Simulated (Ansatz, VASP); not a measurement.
**Two plane-wave programs on HfO2**

```
Hf O
1.0
     5.29360    0.00000    0.00000
     0.00000    5.06909    0.00000
     0.00000    0.00000    5.10110
Hf O
4 8
Direct
  0.03260 0.26630 0.24001
  0.46740 0.26630 0.74001
  0.53260 0.73370 0.24001
  0.96740 0.73370 0.74001
  0.36542 0.06762 0.38315
  0.13458 0.06762 0.88315
  0.72922 0.46279 0.48984
  0.77078 0.46279 0.98984
  0.27078 0.53721 0.98984
  0.22922 0.53721 0.48984
  0.86542 0.93238 0.38315
  0.63458 0.93238 0.88315
```

Alike in both runs: functional PBE; k mesh 4 × 4 × 4; no spin polarisation.

Ansatz relaxed the structure, and its values are those at the end. VASP's run is a single point on that final structure, the one shown.

|  | VASP | Ansatz |
| --- | --- | --- |
| version | VASP 6.6.1 | Ansatz 0.2.0 |
| potentials or method | VASP PAW PBE potentials, release 64 (Hf_pv, O) | scalar-relativistic, plane waves, PAW |
| plane-wave cutoff (eV) | 520 | 420 |
| occupations | gaussian, width 0.01 eV | fixed |
| valence electrons in the cell | 88 | 152 |

|  | VASP | Ansatz | Ansatz less VASP |
| --- | --- | --- | --- |
| gap on the k mesh at the Fermi level (eV) | 4.36 | 4.41 | +0.048 |
| least direct gap on the mesh (eV) | 4.57 | 4.61 | +0.041 |
| pressure (GPa) | -3.1 | 0.0 | +3.13 |
| rms of the force components (eV/Å) | 0.026 | 0.001 | -0.0259 |

VASP's potentials hold 88 valence electrons a cell and Ansatz's 152, so a difference there can come from the potentials and not from the codes.

Spin-orbit coupling is off throughout.
